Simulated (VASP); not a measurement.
# P (P6/mmm) in VASP: a series of runs

Runs on P. Level: RPBE. Tasks: single point.

Everything below comes from runs of VASP 6.6.1. Logs are shortened: lines on timing, memory, paths and dates and some standing lists are left out, and cuts for length are marked.

**1. The cell of the first run**

Symmetry: P6/mmm, No. 191, hexagonal system. The conventional cell has a = 4.291 Å, b = 4.291 Å, c = 2.418 Å, α = 90.00°, β = 90.00°, γ = 120.00°. P (site symmetry 6/mmm) has 14 P at 2.42 to 2.76 Å within 3.2 Å. Within 3.2 Å of P (site symmetry -6m2) lie 11 P at 2.42 to 2.76 Å.

**2. Single point, RPBE (volume scaled by 0.88)**

File INCAR:

```
PREC     = Accurate       # precision mode
ENCUT    = 520            # plane-wave cutoff, eV
EDIFF    = 1E-6           # SCF threshold, eV
ISMEAR   = -1             # smearing method
SIGMA    = 0.1            # smearing width, eV
LREAL    = F              # projectors in reciprocal space
LASPH    = T              # aspherical terms in the spheres
NELM     = 100            # most SCF steps
ALGO     = Normal         # electronic algorithm
ISIF     = 2              # what is computed and relaxed
LWAVE    = F              # write WAVECAR
LCHARG   = F              # write CHGCAR
GGA      = RP             # functional
NBANDS   = 14             # bands
```

File KPOINTS:

```
regular mesh
0
Gamma
  9 9 14
```

File POSCAR:

```
P
1.0
    4.2914065174      0.0000000000      0.0000000000
   -2.1457032587      3.7164670620      0.0000000000
    0.0000000000      0.0000000000      2.4177142498
P
3
Direct
    1.0000000000      0.0000000000      0.0000000000
    0.3333333333      0.6666666667      0.5000000000
    0.6666666667      0.3333333333      0.5000000000
```

Potentials or basis: VASP PAW PBE potentials, release 64 (P).

Command:

```console
> cat potpaw_PBE.64/P/POTCAR > POTCAR
> mpirun -np 1 vasp_std > vasp.out
```

OUTCAR:

```text
PREC = Accurate
   ENCUT = 520
   EDIFF = 1E-6
   ISMEAR = -1
   LREAL = F
   LASPH = T
   NELM = 100
   ISIF = 2
   GGA = RP

 ion  position               nearest neighbor table
   1  0.000  0.000  0.000-   2 2.76   3 2.76   2 2.76   3 2.76   2 2.76   2 2.76   3 2.76   3 2.76
                             3 2.76   3 2.76   2 2.76   2 2.76
   2  0.333  0.667  0.500-   3 2.48   3 2.48   3 2.48   1 2.76   1 2.76   1 2.76   1 2.76   1 2.76
                             1 2.76
   3  0.667  0.333  0.500-   2 2.48   2 2.48   2 2.48   1 2.76   1 2.76   1 2.76   1 2.76   1 2.76
                             1 2.76

  LATTYP: Found a hexagonal cell.
 ALAT       =     4.2914065174
 C/A-ratio  =     0.5633850440

  Lattice vectors:

 A1 = (   4.2914065174,   0.0000000000,   0.0000000000)
 A2 = (  -2.1457032587,   3.7164670620,   0.0000000000)
 A3 = (   0.0000000000,   0.0000000000,   2.4177142498)

Analysis of symmetry for initial positions (statically):
=====================================================================
 Subroutine PRICEL returns:
 Original cell was already a primitive cell.

 Routine SETGRP: Setting up the symmetry group for a
 hexagonal supercell.

 Subroutine GETGRP returns: Found 24 space group operations
 (whereof 24 operations were pure point group operations)
 out of a pool of 24 trial point group operations.

The static configuration has the point symmetry D_6h.

Analysis of symmetry for dynamics (positions and initial velocities):
=====================================================================
 Subroutine PRICEL returns:
 Original cell was already a primitive cell.

 Routine SETGRP: Setting up the symmetry group for a
 hexagonal supercell.

 Subroutine GETGRP returns: Found 24 space group operations
 (whereof 24 operations were pure point group operations)
 out of a pool of 24 trial point group operations.

The dynamic configuration has the point symmetry D_6h.

 Subroutine INISYM returns: Found 24 space group operations
 (whereof 24 operations are pure point group operations),
 and found     1 'primitive' translations

----------------------------------------------------------------------------------------

                                     Primitive cell

  volume of cell :      38.5598

  direct lattice vectors                    reciprocal lattice vectors
     4.291406517  0.000000000  0.000000000     0.233023834  0.134536373  0.000000000
    -2.145703259  3.716467062  0.000000000     0.000000000  0.269072747  0.000000000
     0.000000000  0.000000000  2.417714250     0.000000000  0.000000000  0.413613809

  length of vectors
     4.291406517  4.291406517  2.417714250     0.269072747  0.269072747  0.413613809

  position of ions in fractional coordinates (direct lattice)
     0.000000000  0.000000000  0.000000000
     0.333333333  0.666666667  0.500000000
     0.666666667  0.333333333  0.500000000

  ion indices of the primitive-cell ions
   primitive index   ion index
                 1           1
                 2           2
                 3           3

----------------------------------------------------------------------------------------

 KPOINTS: regular mesh

Automatic generation of k-mesh.
 Grid dimensions read from file:
 generate k-points for:    9    9   14

 Generating k-lattice:

  Cartesian coordinates                     Fractional coordinates (reciprocal lattice)
     0.025891537  0.014948486  0.000000000     0.111111111  0.000000000  0.000000000
     0.000000000  0.029896972  0.000000000     0.000000000  0.111111111  0.000000000
     0.000000000  0.000000000  0.029543844     0.000000000  0.000000000  0.071428571

  Length of vectors
     0.029896972  0.029896972  0.029543844

  Shift w.r.t. Gamma in fractional coordinates (k-lattice)
     0.000000000  0.000000000  0.000000000

 Subroutine IBZKPT returns following result:
 ===========================================

 Found     96 irreducible k-points:

 Following reciprocal coordinates:
            Coordinates               Weight
  0.000000  0.000000  0.000000      1.000000
  0.111111 -0.000000  0.000000      6.000000
  0.222222  0.000000  0.000000      6.000000
  0.333333  0.000000  0.000000      6.000000
  0.444444  0.000000  0.000000      6.000000
  0.111111  0.111111  0.000000      6.000000
[... 16 lines left out ...]
  0.333333  0.222222  0.071429     24.000000
  0.333333  0.333333  0.071429      4.000000
 [... further k-points ...]
   k-points           NKPTS =     96   k-points in BZ     NKDIM =     96   number of bands    NBANDS=     14
   number of dos      NEDOS =    301   number of ions     NIONS =      3
   total plane-waves  NPLWV =  18432
   dimension x,y,z NGX =    32 NGY =   32 NGZ =   18
   dimension x,y,z NGXF=    64 NGYF=   64 NGZF=   36
   ions per type =               3
   NGX,Y,Z   is equivalent  to a cutoff of  12.40, 12.40, 12.38 a.u.
   NGXF,Y,Z  is equivalent  to a cutoff of  24.79, 24.79, 24.75 a.u.
 SYSTEM =  unknown system
[... 78 lines left out ...]
     13      21.4402      0.00000
     14      23.0632      0.00000

 k-point     2 :       0.1111   -0.0000    0.0000
  band No.  band energies     occupation
      1      -5.8871      2.00000
      2       1.5200      2.00000
      3       1.9013      2.00000
      4       4.1434      2.00000
      5       5.0600      2.00000
      6       6.3271      2.00000
      7       6.8569      2.00000
      8      16.1422      0.00000
      9      17.8263      0.00000
     10      18.5832      0.00000
     11      18.9776      0.00000
     12      21.1615      0.00000
     13      21.2670      0.00000
     14      23.1539      0.00000

 k-point     3 :       0.2222    0.0000    0.0000
  band No.  band energies     occupation
      1      -5.5095      2.00000
      2      -0.0419      2.00000
      3       1.3066      2.00000
      4       3.4195      2.00000
      5       6.2081      2.00000
      6       7.7533      2.00000
      7       9.1693      2.00000
      8      15.8531      0.00000
      9      16.4533      0.00000
     10      17.2139      0.00000
     11      19.1985      0.00000
     12      20.4585      0.00000
     13      20.9761      0.00000
     14      22.9839      0.00000

 k-point     4 :       0.3333    0.0000    0.0000
  band No.  band energies     occupation
      1      -4.8825      2.00000
      2      -1.5639      2.00000
      3       0.8657      2.00000
      4       2.9345      2.00000
      5       7.7579      2.00000
      6       9.3976      2.00000
      7      11.6779      0.95813
      8      13.6795      0.00000
      9      15.3039      0.00000
     10      16.9654      0.00000
     11      19.3879      0.00000
     12      19.5015      0.00000
     13      20.7286      0.00000
     14      22.2066      0.00000

 k-point     5 :       0.4444    0.0000    0.0000
  band No.  band energies     occupation
      1      -4.0107      2.00000
      2      -2.8979      2.00000
      3       0.6378      2.00000
      4       2.6915      2.00000
      5       9.5503      2.00000
      6      11.2295      1.97575
      7      11.5543      1.51996
      8      13.2571      0.00000
      9      13.9825      0.00000
     10      17.6658      0.00000
     11      18.4952      0.00000
[... 276 lines left out ...]
 k-point    22 :       0.2222    0.2222    0.0714
  band No.  band energies     occupation
      1      -4.3849      2.00000
      2      -1.1259      2.00000
      3      -1.0633      2.00000
      4       5.6843      2.00000
      5       5.8793      2.00000
      6      11.8803      0.21676
      7      12.0821      0.03178
      8      12.1423      0.01754
      9      15.4044      0.00000
     10      16.3917      0.00000
     11      18.0573      0.00000
     12      18.4606      0.00000
     13      20.6151      0.00000
     14      21.1257      0.00000

 k-point    23 :       0.3333    0.2222    0.0714
  band No.  band energies     occupation
      1      -3.5172      2.00000
      2      -2.4123      2.00000
      3      -1.3346      2.00000
      4       5.5579      2.00000
      5       7.6226      2.00000
      6       9.6855      2.00000
      7      13.6889      0.00000
      8      14.2501      0.00000
      9      15.3562      0.00000
     10      16.2050      0.00000
     11      17.2351      0.00000
     12      18.0887      0.00000
     13      19.4539      0.00000
     14      20.3794      0.00000

 k-point    24 :       0.3333    0.3333    0.0714
  band No.  band energies     occupation
      1      -2.5688      2.00000
      2      -2.5688      2.00000
      3      -2.4670      2.00000
      4       7.3046      2.00000
      5       7.6332      2.00000
      6       7.6332      2.00000
      7      14.8589      0.00000
      8      14.8589      0.00000
      9      15.6680      0.00000
     10      17.0130      0.00000
     11      17.2357      0.00000
     12      17.2357      0.00000
     13      19.2509      0.00000
     14      19.4375      0.00000

 [... further k-points ...]

------------------------ aborting loop because EDIFF is reached ----------------------------------------

  FORCE on cell =-STRESS in cart. coord.  units (eV):
  Direction    XX          YY          ZZ          XY          YZ          ZX
  --------------------------------------------------------------------------------------
  -------------------------------------------------------------------------------------
  Total        3.1856108      3.1856108      3.7261308      0.0000000     -0.0000000     -0.0000000
  in kB      132.3635435    132.3635435    154.8223877      0.0000000     -0.0000000     -0.0000000
  external PRESSURE =     139.8498249 kB  Pullay stress =       0.0000000 kB

 VOLUME and BASIS-vectors are now :
 -----------------------------------------------------------------------------
  energy-cutoff  :      520.00
  volume of cell :       38.56
      direct lattice vectors                 reciprocal lattice vectors
     4.291406517  0.000000000  0.000000000     0.233023834  0.134536373  0.000000000
    -2.145703259  3.716467062  0.000000000     0.000000000  0.269072747  0.000000000
     0.000000000  0.000000000  2.417714250     0.000000000  0.000000000  0.413613809

 POSITION                                       TOTAL-FORCE (eV/Angst)
 -----------------------------------------------------------------------------------
      0.00000      0.00000      0.00000        -0.000000      0.000000     -0.000000
     -0.00000      2.47764      1.20886         0.000000     -0.000000     -0.000000
      2.14570      1.23882      1.20886        -0.000000      0.000000      0.000000
 -----------------------------------------------------------------------------------
    total drift:                               -0.000000      0.000000      0.000000

  FREE ENERGIE OF THE ION-ELECTRON SYSTEM (eV)
  ---------------------------------------------------
  free  energy   TOTEN  =       -12.6898598925 eV

  energy  without entropy=      -12.6391513540  energy(sigma->0) =      -12.66450562
```

Run time: 47 s. Hardware: 1 thread of Intel Xeon 8259CL, shared host; peak memory 0.16 GiB.

What came out:

```yaml
Free_energy: -12.6899 eV
Pressure: 14.0 GPa
```

Stress tensor (GPa, compression positive):
```
13.24  0.00  0.00
 0.00 13.24  0.00
 0.00  0.00 15.48
```

Caveat: the cell differs from its parent crystal (volume scaled by 0.88); the PAW data sets were made with another functional, which shifts forces and pressure a little.

**3. Single point, RPBE (volume scaled by 0.92)**

File INCAR:

```
  PREC = Accurate
  ENCUT = 520
  EDIFF = 1E-6
  ISMEAR = -1
  SIGMA = 0.1
  LREAL = F
  LASPH = T
  NELM = 60
  ALGO = Normal
  ISIF = 2
  LWAVE = F
  LCHARG = T
  GGA = RP
  LELF = T
  LVHAR = T
  NBANDS = 14
```

KPOINTS is that of step 2.

File POSCAR:

```
P
1.0
    4.3554668053      0.0000000000      0.0000000000
   -2.1777334027      3.7719448987      0.0000000000
    0.0000000000      0.0000000000      2.4538048579
P
3
Direct
    1.0000000000      0.0000000000      0.0000000000
    0.3333333333      0.6666666667      0.5000000000
    0.6666666667      0.3333333333      0.5000000000
```

Potentials or basis: VASP PAW PBE potentials, release 64 (P).

Command:

```console
> cat potpaw_PBE.64/P/POTCAR > POTCAR
> mpirun -np 1 vasp_std > vasp.out
```

It took 41 s on 1 thread of Intel Xeon 8259CL, shared host; peak memory 0.17 GiB.

Results (log left out):

```
Free energy : -12.8102 eV
Pressure    : 8.1 GPa
```

Stress tensor (GPa, compression positive):
```
7.90 0.00 0.00
0.00 7.90 0.00
0.00 0.00 8.54
```

Levels at points of the mesh, in eV from the Fermi level:
```
           k point  band 5  band 6  band 7  band 8  band 9  band 10  band 11  band 12
(0.00, 0.00, 0.00)   -6.36   -6.10   -6.10    4.18    6.97     6.97     6.99     9.16
(0.00, 0.00, 0.50)   -3.55   -3.55   -2.77   -2.77   -0.81    -0.81    -0.25    -0.25
```

Caveat: the cell differs from its parent crystal (volume scaled by 0.92); the PAW data sets were made with another functional, which shifts forces and pressure a little.

**4. Single point, RPBE (volume scaled by 0.96)**

File INCAR:

```
PREC = Accurate ; ENCUT = 520
EDIFF = 1E-6 ; ISMEAR = -1
SIGMA = 0.1 ; LREAL = False
LASPH = True ; NELM = 100
ALGO = Normal ; ISIF = 2
LWAVE = False ; LCHARG = True
GGA = RP ; LELF = True
LVHAR = True ; NBANDS = 14
```

File KPOINTS:

```
Automatic mesh
0
Gamma
  9 9 14
```

File POSCAR:

```
P
1.0
    4.4176961672      0.0000000000      0.0000000000
   -2.2088480836      3.8258371070      0.0000000000
    0.0000000000      0.0000000000      2.4888639497
P
3
Direct
    1.0000000000      0.0000000000      0.0000000000
    0.3333333333      0.6666666667      0.5000000000
    0.6666666667      0.3333333333      0.5000000000
```

Command:

```console
> cat potpaw_PBE.64/P/POTCAR > POTCAR
> mpirun -np 1 vasp_std > vasp.out
```

It took 60 s on 1 thread of Intel Xeon 8259CL, shared host; peak memory 0.18 GiB.

Results (log left out):

```
Free energy : -12.8720 eV
Pressure    : 3.3 GPa
```

Stress tensor (GPa, compression positive):
```
3.46 0.00 0.00
0.00 3.46 0.00
0.00 0.00 2.86
```

Levels at points of the mesh, in eV from the Fermi level:
| k point | band 4 | band 5 | band 6 | band 7 | band 8 | band 9 | band 10 | band 11 | band 12 | band 13 |
| --- | --- | --- | --- | --- | --- | --- | --- | --- | --- | --- |
| (0.00, 0.00, 0.00) | -6.07 | -6.07 | -5.80 | -5.80 | 3.99 | 6.58 | 6.58 | 6.98 | 8.66 | 8.72 |
| (0.00, 0.00, 0.50) | -3.66 | -3.65 | -3.43 | -2.65 | -2.65 | -0.73 | -0.73 | -0.10 | -0.10 | 2.66 |

Caveat: the cell differs from its parent crystal (volume scaled by 0.96); the PAW data sets were made with another functional, which shifts forces and pressure a little.

**5. Single point, RPBE**

This run uses another cell than the first one, of 14.61 Å³/atom, 1.136 times its volume.

File INCAR:

```
SYSTEM = P
  ALGO = Normal
  EDIFF = 1E-7
  ENCUT = 520
  GGA = RP
  ISIF = 2
  ISMEAR = -1
  LASPH = .TRUE.
  LCHARG = .TRUE.
  LELF = .TRUE.
  LREAL = .FALSE.
  LVHAR = .TRUE.
  LWAVE = .FALSE.
  NBANDS = 14
  NELM = 100
  PREC = Accurate
  SIGMA = 0.1
```

File KPOINTS:

```
k-points
0
G
  9 9 14
  0 0 0
```

File POSCAR:

```
P
1.0
    4.4782200740      0.0000000000      0.0000000000
   -2.2391100370      3.8782523478      0.0000000000
    0.0000000000      0.0000000000      2.5229622136
P
3
Direct
    1.0000000000      0.0000000000      0.0000000000
    0.3333333333      0.6666666667      0.5000000000
    0.6666666667      0.3333333333      0.5000000000
```

Command:

```console
> cat potpaw_PBE.64/P/POTCAR > POTCAR
> mpirun -np 1 vasp_std > vasp.out
```

Wall time 70 s (1 thread of Intel Xeon 8259CL, shared host); peak memory 0.18 GiB.

Results (log left out):

```
Free energy : -12.8857 eV
Pressure    : -0.7 GPa
```

Stress tensor (GPa, compression positive):
```
-0.18  0.00  0.00
 0.00 -0.18  0.00
 0.00  0.00 -1.71
```

Levels at points of the mesh, in eV from the Fermi level:
| k point | band 4 | band 5 | band 6 | band 7 | band 8 | band 9 | band 10 | band 11 | band 12 | band 13 |
| --- | --- | --- | --- | --- | --- | --- | --- | --- | --- | --- |
| (0.00, 0.00, 0.00) | -5.79 | -5.79 | -5.53 | -5.53 | 3.82 | 6.22 | 6.22 | 6.98 | 8.21 | 8.26 |
| (0.00, 0.00, 0.50) | -3.76 | -3.61 | -3.31 | -2.54 | -2.54 | -0.65 | -0.65 | 0.03 | 0.03 | 2.86 |

Caveat: the PAW data sets were made with another functional, which shifts forces and pressure a little.

**6. Single point, RPBE (volume scaled by 1.04)**

File INCAR:

```
SYSTEM = P
PREC = Accurate
ENCUT = 520
EDIFF = 1E-6
ISMEAR = -1
SIGMA = 0.1
LREAL = .False.
LASPH = .True.
NELM = 100
ALGO = Normal
ISIF = 2
LWAVE = .False.
LCHARG = .True.
GGA = RP
LELF = .True.
LVHAR = .True.
NBANDS = 14
```

File KPOINTS:

```
regular mesh
0
Gamma
  9 9 14
  0 0 0
```

File POSCAR:

```
P
1.0
    4.5371507803      0.0000000000      0.0000000000
   -2.2685753902      3.9292878366      0.0000000000
    0.0000000000      0.0000000000      2.5561628922
P
3
Direct
    1.0000000000      0.0000000000      0.0000000000
    0.3333333333      0.6666666667      0.5000000000
    0.6666666667      0.3333333333      0.5000000000
```

Potentials or basis: VASP PAW PBE potentials, release 64 (P).

Command:

```console
> cat potpaw_PBE.64/P/POTCAR > POTCAR
> mpirun -np 1 vasp_std > vasp.out
```

Wall time 61 s (1 thread of Intel Xeon 8259CL, shared host); peak memory 0.19 GiB.

The run converged. Its results:

```
Free energy : -12.8604 eV
Pressure    : -3.9 GPa
```

Stress tensor (GPa, compression positive):
```
-3.18  0.00  0.00
 0.00 -3.18  0.00
 0.00  0.00 -5.33
```

Levels at points of the mesh, in eV from the Fermi level:
```csv
k point,band 4,band 5,band 6,band 7,band 8,band 9,band 10,band 11,band 12,band 13
"(0.00, 0.00, 0.00)",-5.54,-5.54,-5.28,-5.28,3.67,5.90,5.90,6.97,7.79,7.84
"(0.00, 0.00, 0.50)",-3.83,-3.56,-3.20,-2.44,-2.44,-0.59,-0.59,0.15,0.15,3.05
```

Caveat: the cell differs from its parent crystal (volume scaled by 1.04); the PAW data sets were made with another functional, which shifts forces and pressure a little.

**7. Overview**

```csv
cell,gap on the mesh (eV),pressure (GPa)
"a = 4.291, b = 4.291, c = 2.418 Å, angles 90.0, 90.0, 120.0°, 3 atoms",none,14.0
"a = 4.355, b = 4.355, c = 2.454 Å, angles 90.0, 90.0, 120.0°, 3 atoms",none,8.1
"a = 4.418, b = 4.418, c = 2.489 Å, angles 90.0, 90.0, 120.0°, 3 atoms",none,3.3
"a = 4.478, b = 4.478, c = 2.523 Å, angles 90.0, 90.0, 120.0°, 3 atoms",none,-0.7
"a = 4.537, b = 4.537, c = 2.556 Å, angles 90.0, 90.0, 120.0°, 3 atoms",none,-3.9
```

Alike in all rows: task single point; level RPBE; potentials or basis VASP PAW PBE potentials, release 64 (P); no spin polarisation; k mesh 9 × 9 × 14; cutoff (eV) 520; smearing fermi-dirac 0.1 eV.

Caveats: the PAW data sets were made with another functional, which shifts forces and pressure a little.

Total energies depend on the potentials used, so only differences within one code and one set of settings carry meaning.
